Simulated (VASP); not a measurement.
Ni, 1 atom in the cell. The structure is cubic, space group Fm-3m (No. 225). The conventional cell has a = 3.470 Å, b = 3.470 Å, c = 3.470 Å, α = 90.00°, β = 90.00°, γ = 90.00°. Within 3.2 Å of Ni (site symmetry m-3m) lie 12 Ni at 2.45 Å. 

```yaml
Program: VASP 6.6.1
Task: single point
Functional: LDA
Potentials_or_basis: VASP PAW LDA potentials, release 64 (Ni)
Cutoff: 520 eV
k_mesh: 22 × 22 × 22
Occupations: gaussian, width 0.05 eV
Spin: collinear spin, ferromagnetic start
Starting_moments: "[0.73] μB"
Dipole_correction: no
Further_INCAR_settings: ALGO = Normal; EDIFF = 1e-07; NBANDS = 15
```

Potentials or basis: VASP PAW LDA potentials, release 64 (Ni).

The run is started by

```bash
$ cat potpaw_LDA.64/Ni/POTCAR > POTCAR
$ mpirun -np 1 vasp_std > vasp.out
```

Hardware: 1 thread of Intel(R) Xeon(R) Platinum 8488C (Sapphire Rapids), on a shared host.

Q: How long does it take, and how much memory?

A: It took 71 s on 1 thread of Intel(R) Xeon(R) Platinum 8488C (Sapphire Rapids) (shared host), peak memory 0.18 GiB. Counts: scf iterations 14, k points 328.
